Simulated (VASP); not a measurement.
Here is a VASP 6.6.1 calculation.

Contents of INCAR:

```
ALGO = Normal
EDIFF = 1E-7
ENCUT = 520
GGA = PE
ISIF = 2
ISMEAR = 0
LASPH = T
LCHARG = T
LELF = T
LREAL = F
LVHAR = T
LWAVE = F
NBANDS = 18
NELM = 80
PREC = Accurate
SIGMA = 0.1
```

The input KPOINTS:

```
k-points
0
Gamma
  18 18 10
```

File POSCAR:

```
Au
1.0
    2.8515288086      0.0000000000      0.0000000000
   -1.4257644043      2.4694963879      0.0000000000
    0.0000000000      0.0000000000      4.2487842542
Au
2
Direct
    0.3333333333      0.6666666667      0.2500000000
    0.6666666667      0.3333333333      0.7500000000
```

Potentials or basis: VASP PAW PBE potentials, release 64 (Au).

Run with:

```console
$ cat potpaw_PBE.64/Au/POTCAR > POTCAR
$ mpirun -np 1 vasp_std > vasp.out
```

(1) Predict the band gap on the k mesh.

(2) What does it give for the pressure?

Results:

(1) zero (band 11 reaches 16.19 eV, above the bottom of band 12 at 8.96 eV).

(2) 46.4 GPa.

Caveat: the cell differs from its parent crystal (Hf replaced by Au, lengths x 0.866, strained); spin-orbit coupling is left out, which moves the levels of the heavy elements.
